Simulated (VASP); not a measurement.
# Cd (P6_3/mmc) in VASP: single point with r2SCAN

Aim: the single point of Cd with r2SCAN.

Program: VASP 6.6.1. These are calculated values, not measurements. Logs are shortened: lines on timing, memory, paths and dates and some standing lists are left out, and cuts for length are marked.

## Step 1: The cell of the first run

The structure is hexagonal, space group P6_3/mmc (No. 194). Conventional cell: a = 2.947 Å, b = 2.947 Å, c = 5.919 Å, α = 90.00°, β = 90.00°, γ = 120.00°. Cd (site symmetry -6m2) has 12 Cd at 2.95 to 3.41 Å within 3.9 Å.

## Step 2: Single point, r2SCAN

Input file POSCAR:

```
Cd
1.0
    2.9466085176      0.0000000000      0.0000000000
   -1.4733042588      2.5518378313      0.0000000000
    0.0000000000      0.0000000000      5.9189033951
Cd
2
Direct
    0.3333333333      0.6666666667      0.2500000000
    0.6666666667      0.3333333333      0.7500000000
```

Input file INCAR.step1:

```
  ALGO = Normal
  EDIFF = 1E-4
  ENCUT = 520
  GGA = PE
  ISMEAR = -1
  LASPH = T
  LCHARG = F
  LREAL = F
  LWAVE = T
  NBANDS = 19
  NELM = 80
  PREC = Accurate
  SIGMA = 0.05
```

Input file INCAR.step2:

```
  ALGO = Normal
  EDIFF = 1E-6
  ENCUT = 520
  ISIF = 2
  ISMEAR = -1
  ISTART = 1
  LASPH = T
  LCHARG = T
  LELF = T
  LMIXTAU = T
  LREAL = F
  LVHAR = T
  LWAVE = F
  METAGGA = R2SCAN
  NBANDS = 19
  NELM = 80
  PREC = Accurate
  SIGMA = 0.05
```

Input file KPOINTS:

```
k-points
0
Gamma
  20 20 9
```

Potentials or basis: VASP PAW PBE potentials, release 64 (Cd).

The run is started by

```sh
$ cat potpaw_PBE.64/Cd/POTCAR > POTCAR
$ cp INCAR.step1 INCAR
$ mpirun -np 1 vasp_std > vasp.out
$ cp INCAR.step2 INCAR
$ mpirun -np 1 vasp_std > vasp.out
```

OUTCAR:

```text
EDIFF = 1E-6
   ENCUT = 520
   ISIF = 2
   ISMEAR = -1
   ISTART = 1
   LASPH = T
   LREAL = F
   METAGGA = R2SCAN
   NELM = 80
   PREC = Accurate

 ion  position               nearest neighbor table
   1  0.333  0.667  0.250-   2 3.41   2 3.41   2 3.41   2 3.41   2 3.41   2 3.41
   2  0.667  0.333  0.750-   1 3.41   1 3.41   1 3.41   1 3.41   1 3.41   1 3.41

  LATTYP: Found a hexagonal cell.
 ALAT       =     2.9466085176
 C/A-ratio  =     2.0087172625

  Lattice vectors:

 A1 = (   2.9466085176,   0.0000000000,   0.0000000000)
 A2 = (  -1.4733042588,   2.5518378313,   0.0000000000)
 A3 = (   0.0000000000,   0.0000000000,   5.9189033951)

Analysis of symmetry for initial positions (statically):
=====================================================================
 Subroutine PRICEL returns:
 Original cell was already a primitive cell.

 Routine SETGRP: Setting up the symmetry group for a
 hexagonal supercell.

 Subroutine GETGRP returns: Found 24 space group operations
 (whereof 12 operations were pure point group operations)
 out of a pool of 24 trial point group operations.

The static configuration has the point symmetry D_3d.
 The point group associated with its full space group is D_6h.

Analysis of symmetry for dynamics (positions and initial velocities):
=====================================================================
 Subroutine PRICEL returns:
 Original cell was already a primitive cell.

 Routine SETGRP: Setting up the symmetry group for a
 hexagonal supercell.

 Subroutine GETGRP returns: Found 24 space group operations
 (whereof 12 operations were pure point group operations)
 out of a pool of 24 trial point group operations.

The dynamic configuration has the point symmetry D_3d.
 The point group associated with its full space group is D_6h.

 Subroutine INISYM returns: Found 24 space group operations
 (whereof 12 operations are pure point group operations),
 and found     1 'primitive' translations

----------------------------------------------------------------------------------------

                                     Primitive cell

  volume of cell :      44.5058

  direct lattice vectors                    reciprocal lattice vectors
     2.946608518  0.000000000  0.000000000     0.339373213  0.195937216  0.000000000
    -1.473304259  2.551837831  0.000000000     0.000000000  0.391874432  0.000000000
     0.000000000  0.000000000  5.918903395     0.000000000  0.000000000  0.168950215

[... 81 lines left out ...]
   ENCUT  =  520.0 eV  38.22 Ry    6.18 a.u.   5.48  5.48 11.01*2*pi/ulx,y,z
   NELM   =     80;   NELMIN=  2; NELMDL=  0     # of ELM steps
   EDIFF  = 0.1E-05   stopping-criterion for ELM
   LREAL  =      F    real-space projection
   EDIFFG = 0.1E-04   stopping-criterion for IOM
   NSW    =      0    number of steps for IOM
   IBRION =     -1    ionic relax: 0-MD 1-quasi-New 2-CG
   NFREE  =      0    steps in history (QN), initial steepest desc. (CG)
   ISIF   =      2    stress and relaxation
   ISYM   =      2    0-nonsym 1-usesym 2-fastsym
   POTIM  = 0.5000    time-step for ionic-motion
   TEBEG  =    0.0;   TEEND  =   0.0 temperature during run
   PSTRESS=    0.0 pullay stress
   NELECT =      24.0000    total number of electrons
   NUPDOWN=      -1.0000    fix difference up-down
   EMIN   =  10.00;   EMAX   =-10.00  energy-range for DOS
   EFERMI =   0.00;   METHOD = LEGACY
   ISMEAR =    -1;   SIGMA  =   0.05  broadening in eV -4-tet -1-fermi 0-gaus
   EFERMI_NEDOS =   21; number of points for ismear=-14 and -15
   IALGO  =     38    algorithm
   IMIX   =      4    mixing-type and parameters
     AMIX     =   0.40;   BMIX     =  1.00
     AMIX_MAG =   1.60;   BMIX_MAG =  1.00
  volume/ion in A,a.u.               =      22.25       150.17
  Fermi-wavevector in a.u.,A,eV,Ry     =   1.332518  2.518093 24.158552  1.775603
  Thomas-Fermi vector in A             =   2.461446
   LORBIT       =      0    0 simple, 1 ext, 2 COOP (PROOUT), +10 PAW based schemes
   METAGGA = R2SCAN    functional components
   LHFCALC =     F    Hartree Fock is set to
   AEXX    =    0.0000 exact exchange contribution
   IVDW    =     0    specifies the selected vdW correction
   LEPSILON=     F    determine dielectric tensor
   LRPA    =     F    only Hartree local field effects (RPA)
 non-spin polarized calculation
  energy-cutoff  :      520.00
  volume of cell :       44.51
 maximum number of plane-waves:      1243
 NGX is ok and might be reduce to    24
   NGX = 11   NGY = 11   NGZ = 23

 number of electron      24.0000009 magnetization

 Free energy of the ion-electron system (eV)
  ---------------------------------------------------
  ext. energy  EPLUGINS =         0.00000000
  ---------------------------------------------------
  free energy    TOTEN  =       -40.20084511 eV

  energy without entropy =      -40.19770961  energy(sigma->0) =      -40.19927736

 E-fermi :   2.7729     XC(G=0): -11.5962

 val. band max:        2.7591407685   @ k =   0.1500   0.0500   0.2222
 cond. band min:       2.7938287048   @ k =   0.2500   0.2500   0.1111
 fundamental gap:      0.0346879362
 Fermi energy:         2.7729439985

 k-point     1 :       0.0000    0.0000    0.0000
  band No.  band energies     occupation
      1      -7.6454      2.00000
      2      -7.4627      2.00000
      3      -6.9513      2.00000
      4      -6.9513      2.00000
      5      -6.9166      2.00000
      6      -6.9166      2.00000
[... 505 lines left out ...]
      6      -6.6756      2.00000
[... 11 lines left out ...]
     18      15.4903      0.00000
     19      15.5711      0.00000

 [... further k-points ...]

------------------------ aborting loop because EDIFF is reached ----------------------------------------

  FORCE on cell =-STRESS in cart. coord.  units (eV):
  Direction    XX          YY          ZZ          XY          YZ          ZX
  --------------------------------------------------------------------------------------
  -------------------------------------------------------------------------------------
  Total        0.1275978      0.1275978      0.0486742      0.0000000      0.0000000      0.0000000
  in kB        4.5934275      4.5934275      1.7522366      0.0000000      0.0000000      0.0000000
  external PRESSURE =       3.6463639 kB  Pullay stress =       0.0000000 kB

 VOLUME and BASIS-vectors are now :
 -----------------------------------------------------------------------------
  energy-cutoff  :      520.00
  volume of cell :       44.51
      direct lattice vectors                 reciprocal lattice vectors
     2.946608518  0.000000000  0.000000000     0.339373213  0.195937216  0.000000000
    -1.473304259  2.551837831  0.000000000     0.000000000  0.391874432  0.000000000
     0.000000000  0.000000000  5.918903395     0.000000000  0.000000000  0.168950215

 POSITION                                       TOTAL-FORCE (eV/Angst)
 -----------------------------------------------------------------------------------
     -0.00000      1.70123      1.47973        -0.000000      0.000000      0.000000
      1.47330      0.85061      4.43918         0.000000     -0.000000      0.000000
 -----------------------------------------------------------------------------------
    total drift:                               -0.000000      0.000000     -0.000000

  FREE ENERGIE OF THE ION-ELECTRON SYSTEM (eV)
  ---------------------------------------------------
  free  energy   TOTEN  =       -40.2008451112 eV

  energy  without entropy=      -40.1977096123  energy(sigma->0) =      -40.19927736
```

Run time: 6.4 min. Hardware: 1 thread of Intel Xeon Platinum 8375C at 2.90GHz (Ice Lake), shared host; peak memory 0.28 GiB.

What came out:

```yaml
Free_energy: -40.2008 eV
Pressure: 0.4 GPa
Band_gap_on_the_k_mesh: zero (bands 12 and 13 overlap by 4.54 eV)
```

Stress tensor (GPa, compression positive):
```
0.46 0.00 0.00
0.00 0.46 0.00
0.00 0.00 0.18
```

Caveat: the PAW data sets were made with another functional, which shifts forces and pressure a little.
